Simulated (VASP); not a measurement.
# Ni (Fm-3m) in VASP: further runs

Ni is run at these levels: PBE; tasks: single point.

Program: VASP 6.6.1. These are calculated values, not measurements. Logs are shortened: lines on timing, memory, paths and dates and some standing lists are left out, and cuts for length are marked.

## (1) The cell of the first run

Symmetry: Fm-3m, No. 225, cubic system. The conventional cell has a = 3.545 Å, b = 3.545 Å, c = 3.545 Å, α = 90.00°, β = 90.00°, γ = 90.00°. Within 3.3 Å of Ni (site symmetry m-3m) lie 12 Ni at 2.51 Å.

## (2) Single point, PBE, collinear spin, zero start

INCAR

```
SYSTEM = Ni
ALGO     = Normal         ! electronic algorithm
EDIFF    = 1E-6           ! SCF threshold, eV
ENCUT    = 520            ! plane-wave cutoff, eV
GGA      = PE             ! functional
ISIF     = 2              ! what is computed and relaxed
ISMEAR   = -1             ! smearing method
ISPIN    = 2              ! spin polarisation
LASPH    = .TRUE.         ! aspherical terms in the spheres
LCHARG   = .FALSE.        ! write CHGCAR
LMAXMIX  = 4              ! l up to which the mixer works
LORBIT   = 11             ! projections on sites
LREAL    = .FALSE.        ! projectors in reciprocal space
LWAVE    = .FALSE.        ! write WAVECAR
MAGMOM   = 0              ! initial moments
NBANDS   = 15             ! bands
NELM     = 150            ! most SCF steps
NUPDOWN  = 0.0            ! fixed moment
PREC     = Accurate       ! precision mode
SIGMA    = 0.05           ! smearing width, eV
```

KPOINTS

```
k-points
0
G
  15 15 15
  0 0 0
```

POSCAR

```
Ni
1.0
    0.0000000000      1.7724000000      1.7724000000
    1.7724000000      0.0000000000      1.7724000000
    1.7724000000      1.7724000000      0.0000000000
Ni
1
Direct
    0.0000000000      0.0000000000      0.0000000000
```

Potentials or basis: VASP PAW PBE potentials, release 64 (Ni).

On the command line:

```
> cat potpaw_PBE.64/Ni/POTCAR > POTCAR
> mpirun -np 1 vasp_std > vasp.out
```

OUTCAR:

```text
SYSTEM = Ni
   EDIFF = 1E-6
   ENCUT = 520
   GGA = PE
   ISIF = 2
   ISMEAR = -1
   ISPIN = 2
   LASPH = .TRUE.
   LORBIT = 11
   LREAL = .FALSE.
   NELM = 150
   NUPDOWN = 0.0
   PREC = Accurate

 ion  position               nearest neighbor table
   1  0.000  0.000  0.000-

  LATTYP: Found a face centered cubic cell.
 ALAT       =     3.5448000000

  Lattice vectors:

 A1 = (   0.0000000000,   1.7724000000,   1.7724000000)
 A2 = (   1.7724000000,   0.0000000000,   1.7724000000)
 A3 = (   1.7724000000,   1.7724000000,   0.0000000000)

Analysis of symmetry for initial positions (statically):
=====================================================================
 Subroutine PRICEL returns:
 Original cell was already a primitive cell.

 Routine SETGRP: Setting up the symmetry group for a
 face centered cubic supercell.

 Subroutine GETGRP returns: Found 48 space group operations
 (whereof 48 operations were pure point group operations)
 out of a pool of 48 trial point group operations.

The static configuration has the point symmetry O_h .

Analysis of symmetry for dynamics (positions and initial velocities):
=====================================================================
 Subroutine PRICEL returns:
 Original cell was already a primitive cell.

 Routine SETGRP: Setting up the symmetry group for a
 face centered cubic supercell.

 Subroutine GETGRP returns: Found 48 space group operations
 (whereof 48 operations were pure point group operations)
 out of a pool of 48 trial point group operations.

The dynamic configuration has the point symmetry O_h .

Analysis of structural, dynamic, and magnetic symmetry:
=====================================================================
 Subroutine PRICEL returns:
 Original cell was already a primitive cell.

 Routine SETGRP: Setting up the symmetry group for a
 face centered cubic supercell.

 Subroutine GETGRP returns: Found 48 space group operations
 (whereof 48 operations were pure point group operations)
 out of a pool of 48 trial point group operations.

The overall configuration has the point symmetry O_h .

 Subroutine INISYM returns: Found 48 space group operations
 (whereof 48 operations are pure point group operations),
 and found     1 'primitive' translations

----------------------------------------------------------------------------------------

                                     Primitive cell

  volume of cell :      11.1356

  direct lattice vectors                    reciprocal lattice vectors
     0.000000000  1.772400000  1.772400000    -0.282103363  0.282103363  0.282103363
     1.772400000  0.000000000  1.772400000     0.282103363 -0.282103363  0.282103363
     1.772400000  1.772400000  0.000000000     0.282103363  0.282103363 -0.282103363

  length of vectors
     2.506552118  2.506552118  2.506552118     0.488617357  0.488617357  0.488617357

  position of ions in fractional coordinates (direct lattice)
     0.000000000  0.000000000  0.000000000

  ion indices of the primitive-cell ions
   primitive index   ion index
                 1           1

----------------------------------------------------------------------------------------

 KPOINTS: k-points

Automatic generation of k-mesh.
 Grid dimensions read from file:
 generate k-points for:   15   15   15

 Generating k-lattice:

  Cartesian coordinates                     Fractional coordinates (reciprocal lattice)
    -0.018806891  0.018806891  0.018806891     0.066666667  0.000000000  0.000000000
     0.018806891 -0.018806891  0.018806891     0.000000000  0.066666667  0.000000000
     0.018806891  0.018806891 -0.018806891     0.000000000  0.000000000  0.066666667

  Length of vectors
     0.032574490  0.032574490  0.032574490

  Shift w.r.t. Gamma in fractional coordinates (k-lattice)
     0.000000000  0.000000000  0.000000000

 Subroutine IBZKPT returns following result:
 ===========================================

 Found    120 irreducible k-points:

 Following reciprocal coordinates:
            Coordinates               Weight
  0.000000  0.000000  0.000000      1.000000
  0.066667  0.000000  0.000000      8.000000
  0.133333  0.000000  0.000000      8.000000
  0.200000  0.000000  0.000000      8.000000
  0.266667  0.000000  0.000000      8.000000
  0.333333  0.000000  0.000000      8.000000
[... 16 lines left out ...]
  0.133333  0.133333  0.000000      6.000000
  0.200000  0.133333  0.000000     24.000000
 [... further k-points ...]
   k-points           NKPTS =    120   k-points in BZ     NKDIM =    120   number of bands    NBANDS=     15
   number of dos      NEDOS =    301   number of ions     NIONS =      1
   total plane-waves  NPLWV =   8000
   dimension x,y,z NGX =    20 NGY =   20 NGZ =   20
   dimension x,y,z NGXF=    40 NGYF=   40 NGZF=   40
   ions per type =               1
   NGX,Y,Z   is equivalent  to a cutoff of  13.26, 13.26, 13.26 a.u.
   NGXF,Y,Z  is equivalent  to a cutoff of  26.53, 26.53, 26.53 a.u.
 SYSTEM =  Ni
   PREC   = accura    normal or accurate (medium, high low for compatibility)
   ISTART =      0    job   : 0-new  1-cont  2-samecut
   ICHARG =      2    charge: 1-file 2-atom 10-const
   ISPIN  =      2    spin polarized calculation?
   LNONCOLLINEAR =      F non collinear calculations
   LSORBIT =      F    spin-orbit coupling
   LASPH  =      T    aspherical Exc in radial PAW
   ENCUT  =  520.0 eV  38.22 Ry    6.18 a.u.   4.66  4.66  4.66*2*pi/ulx,y,z
   NELM   =    150;   NELMIN=  2; NELMDL= -5     # of ELM steps
   EDIFF  = 0.1E-05   stopping-criterion for ELM
   LREAL  =      F    real-space projection
   EDIFFG = 0.1E-04   stopping-criterion for IOM
   NSW    =      0    number of steps for IOM
   IBRION =     -1    ionic relax: 0-MD 1-quasi-New 2-CG
   NFREE  =      0    steps in history (QN), initial steepest desc. (CG)
   ISIF   =      2    stress and relaxation
   ISYM   =      2    0-nonsym 1-usesym 2-fastsym
   POTIM  = 0.5000    time-step for ionic-motion
   TEBEG  =    0.0;   TEEND  =   0.0 temperature during run
   PSTRESS=    0.0 pullay stress
   NELECT =      10.0000    total number of electrons
   NUPDOWN=       0.0000    fix difference up-down
   EMIN   =  10.00;   EMAX   =-10.00  energy-range for DOS
   EFERMI =   0.00;   METHOD = LEGACY
   ISMEAR =    -1;   SIGMA  =   0.05  broadening in eV -4-tet -1-fermi 0-gaus
   EFERMI_NEDOS =   21; number of points for ismear=-14 and -15
   IALGO  =     38    algorithm
   IMIX   =      4    mixing-type and parameters
     AMIX     =   0.40;   BMIX     =  1.00
     AMIX_MAG =   1.60;   BMIX_MAG =  1.00
  volume/ion in A,a.u.               =      11.14        75.15
  Fermi-wavevector in a.u.,A,eV,Ry     =   1.579440  2.984709 33.941505  2.494630
  Thomas-Fermi vector in A             =   2.679819
   LORBIT       =     11    0 simple, 1 ext, 2 COOP (PROOUT), +10 PAW based schemes
   GGA     = PE    functional components
   LHFCALC =     F    Hartree Fock is set to
   AEXX    =    0.0000 exact exchange contribution
   IVDW    =     0    specifies the selected vdW correction
   LEPSILON=     F    determine dielectric tensor
   LRPA    =     F    only Hartree local field effects (RPA)
 spin polarized calculation
  energy-cutoff  :      520.00
  volume of cell :       11.14
 maximum number of plane-waves:       311
   NGX =  9   NGY =  9   NGZ =  9

 number of electron      10.0000009 magnetization       0.0000000

 number of electron      10.0000009 magnetization      -0.0000000

 Free energy of the ion-electron system (eV)
  ---------------------------------------------------
  ext. energy  EPLUGINS =         0.00000000
  ---------------------------------------------------
  free energy    TOTEN  =        -5.42513378 eV

  energy without entropy =       -5.39705351  energy(sigma->0) =       -5.41109364

 E-fermi :   8.8604     XC(G=0): -13.1170

 val. band max:        8.8478504864   @ k =   0.4000   0.0667   0.0000
 cond. band min:       8.8608680648   @ k =  -0.4000   0.4000   0.0000
 fundamental gap:      0.0130175783
 Fermi energy:         8.8604457360

 spin component 1

 k-point     1 :       0.0000    0.0000    0.0000
  band No.  band energies     occupation
      1       0.1837      1.00000
      2       7.0758      1.00000
      3       7.0758      1.00000
      4       7.0758      1.00000
      5       8.1345      1.00000
      6       8.1345      1.00000
      7      32.4925      0.00000
      8      36.2488      0.00000
      9      36.2488      0.00000
     10      36.2488      0.00000
     11      39.1776      0.00000
     12      39.1776      0.00000
     13      39.1776      0.00000
     14      42.0700      0.00000
     15      48.2758      0.00000
[... 397 lines left out ...]
 k-point    24 :       0.2000    0.1333    0.0000
  band No.  band energies     occupation
      1       1.6638      1.00000
      2       6.6061      1.00000
      3       7.4123      1.00000
      4       7.4477      1.00000
      5       7.8004      1.00000
      6       8.3089      0.99998
      7      28.4949      0.00000
      8      31.0080      0.00000
      9      31.4824      0.00000
     10      33.7252      0.00000
     11      37.9793      0.00000
     12      42.5152      0.00000
     13      44.2241      0.00000
     14      44.8084      0.00000
     15      49.5550      0.00000

 [... further k-points ...]

 spin component 2

 k-point     1 :       0.0000    0.0000    0.0000
  band No.  band energies     occupation
      1       0.1837      1.00000
      2       7.0758      1.00000
      3       7.0758      1.00000
      4       7.0758      1.00000
      5       8.1345      1.00000
      6       8.1345      1.00000
      7      32.4925      0.00000
      8      36.2488      0.00000
      9      36.2488      0.00000
     10      36.2488      0.00000
     11      39.1776      0.00000
     12      39.1776      0.00000
     13      39.1776      0.00000
     14      42.0700      0.00000
     15      48.2758      0.00000
[... 397 lines left out ...]
 k-point    24 :       0.2000    0.1333    0.0000
  band No.  band energies     occupation
      1       1.6638      1.00000
      2       6.6061      1.00000
      3       7.4123      1.00000
      4       7.4477      1.00000
      5       7.8004      1.00000
      6       8.3089      0.99998
      7      28.4949      0.00000
      8      31.0080      0.00000
      9      31.4824      0.00000
     10      33.7252      0.00000
     11      37.9793      0.00000
     12      42.5152      0.00000
     13      44.2242      0.00000
     14      44.8084      0.00000
     15      49.5014      0.00000

 [... further k-points ...]
[... 5 lines left out ...]
  --------------------------------------------------------------------------------------
  -------------------------------------------------------------------------------------
  Total       -0.3656463     -0.3656463     -0.3656463      0.0000000      0.0000000      0.0000000
  in kB      -52.6085720    -52.6085720    -52.6085720      0.0000000      0.0000000      0.0000000
  external PRESSURE =     -52.6085720 kB  Pullay stress =       0.0000000 kB

 VOLUME and BASIS-vectors are now :
 -----------------------------------------------------------------------------
  energy-cutoff  :      520.00
  volume of cell :       11.14
      direct lattice vectors                 reciprocal lattice vectors
     0.000000000  1.772400000  1.772400000    -0.282103363  0.282103363  0.282103363
     1.772400000  0.000000000  1.772400000     0.282103363 -0.282103363  0.282103363
     1.772400000  1.772400000  0.000000000     0.282103363  0.282103363 -0.282103363

 POSITION                                       TOTAL-FORCE (eV/Angst)
 -----------------------------------------------------------------------------------
      0.00000      0.00000      0.00000         0.000000      0.000000      0.000000
 -----------------------------------------------------------------------------------
    total drift:                                0.000000      0.000000      0.000000

  FREE ENERGIE OF THE ION-ELECTRON SYSTEM (eV)
  ---------------------------------------------------
  free  energy   TOTEN  =        -5.4251337762 eV

  energy  without entropy=       -5.3970535055  energy(sigma->0) =       -5.41109364

 total charge

# of ion       s       p       d       tot
------------------------------------------
    1        0.483   0.472   8.316   9.272

 magnetization (x)

# of ion       s       p       d       tot
------------------------------------------
    1        0.000   0.000   0.000   0.000
```

Wall time 18 s (1 thread of Intel Xeon 6975P-C (Granite Rapids), shared host); peak memory 0.15 GiB.

What came out:

* Free energy: -5.4251 eV
* Pressure: -5.3 GPa
* Net moment: 0.00 μB per cell
* Valence electrons inside the program's atomic spheres: Ni 9.27

Caveat: the total moment is fixed, so each spin has its own Fermi level.

(Part 1 of 2 ends here.)
